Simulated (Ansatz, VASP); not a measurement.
**Two plane-wave programs on GaGeO**

```xyz
3
Lattice="2.4950 -2.5346 0.0000 2.4950 2.5346 0.0000 0.0000 0.0000 4.1533" Properties=species:S:1:pos:R:3 pbc="T T T"
Ga    2.4950    0.0000    0.0000
Ge    2.4950    0.0000    2.0767
O     0.0000    0.0000    0.0000
```

Alike in both runs: task single point; functional PBE; k mesh 6 × 6 × 4; occupations gaussian, width 0.1 eV; no spin polarisation.

|  | VASP | Ansatz |
| --- | --- | --- |
| version | VASP 6.6.1 | Ansatz 0.2.0 |
| potentials or method | VASP PAW PBE potentials, release 64 (Ga_d, Ge_d, O), cutoff 520 eV | scalar-relativistic, plane waves, PAW |
| valence electrons in the cell | 33 | 33 |

Ansatz gave:

```
gap on the k mesh at the Fermi level (eV)                     : none
pressure (GPa)                                                : 8.9
traceless stress, the component that is largest in VASP (GPa) : 52.22
```

Problem. Which values does VASP return?

Solution. gap on the k mesh at the Fermi level (eV): none; pressure (GPa): 9.0; traceless stress, the component that is largest in VASP (GPa): 52.32.

A gap of «none» marks a metal or a gap that the smearing closes.

The k mesh is coarse, so the values compare programs but aren't converged.
